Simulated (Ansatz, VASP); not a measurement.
## WC in VASP and in Ansatz

The input POSCAR:

```
WC
1.0
    2.9005922600      0.0000000000      0.0000000000
   -1.4502961300      2.5119892000      0.0000000000
    0.0000000000      0.0000000000      2.8383434800
W C
1 1
Direct
    0.0000000000      0.0000000000      0.0000000000
    0.6667000000      0.3333000000      0.5000000000
```

The input INCAR.step1:

```
SYSTEM = WC
ALGO = Normal ; EDIFF = 1E-4
ENCUT = 520 ; GGA = PE
ISMEAR = -1 ; LASPH = .TRUE.
LCHARG = .FALSE. ; LREAL = .FALSE.
LWAVE = .TRUE. ; NBANDS = 16
NELM = 100 ; PREC = Accurate
SIGMA = 0.1
```

Contents of INCAR.step2:

```
SYSTEM = WC
ALGO = Normal ; EDIFF = 1E-6
ENCUT = 520 ; ISIF = 2
ISMEAR = -1 ; ISTART = 1
LASPH = .TRUE. ; LCHARG = .TRUE.
LELF = .TRUE. ; LMIXTAU = .TRUE.
LREAL = .FALSE. ; LVHAR = .TRUE.
LWAVE = .FALSE. ; METAGGA = R2SCAN
NBANDS = 16 ; NELM = 100
PREC = Accurate ; SIGMA = 0.1
```

File KPOINTS:

```
k-points
0
G
  13 13 12
  0 0 0
```

Input for Ansatz:

```yaml
crystal:
  lattice:
    - [2.90059226, 0.0, 0.0]
    - [-1.45029613, 2.5119892, 0.0]
    - [0.0, 0.0, 2.83834348]
  atoms:
    - { symbol: W, position: [0.0, 0.0, 0.0] }
    - { symbol: C, position: [0.6667, 0.3333, 0.5] }
  symmetry: { tolerance: 0.0003 }
kpoints:
  mp_grid: { grid: [13, 13, 12], shift: [0, 0, 0] }
  band_path:
    path:
      - [0.0, 0.0, 0.0]
      - [0.5, 2.6e-07, 0.0]
      - [0.33333333, 0.33333359, 0.0]
      - [0.0, 0.0, 0.0]
      - [0.0, 0.0, 0.5]
      - [0.5, 2.6e-07, 0.5]
      - [0.33333333, 0.33333359, 0.5]
      - [0.0, 0.0, 0.5]
      - [0.5, 2.6e-07, 0.5]
      - [0.5, 2.6e-07, 0.0]
      - [0.33333333, 0.33333359, 0.5]
    npoints: 6
magnetization:
  spin_polarized: false
scf:
  occupations: { method: fermi_dirac }
  lower_state_search: "off"
  max_iter: 200
hamiltonian:
  pseudopotentials: { kind: paw }
  xc: r2scan
basis:
  ecutwfc: 500
  fft_grid_basis: typed
output:
  forces: true
  stress: true
  eigenvalues: true
  bader: true
  populations: true
  elf: true
  write_potential: true
  volumetric_format: npy
  dos:
    e_range: [-12, 8]
    de: 0.05
    projected: { site_lists: { C: [C], W: [W] } }
checkpoint:
  read: saved_state
```

Alike in both runs: task single point; functional r2SCAN; k mesh 13 × 13 × 12; no spin polarisation.

```csv
,VASP,Ansatz
version,VASP 6.6.1,Ansatz 0.2.0
potentials or method,"VASP PAW PBE potentials, release 64 (W_sv, C), cutoff 520 eV",PAW plane waves
occupations,"fermi-dirac, width 0.1 eV",fermi-dirac
valence electrons in the cell,18,18
```

```tsv
	VASP	Ansatz	Ansatz less VASP
pressure (GPa)	4.7	2.7	-1.95
traceless stress, the component that is largest in VASP (GPa)	-2.14	-2.35	-0.214
```

VASP's potentials were made for PBE, not for r2SCAN. Ansatz's warnings: structure snapped to symmetry.

Neither program's run includes spin-orbit coupling.
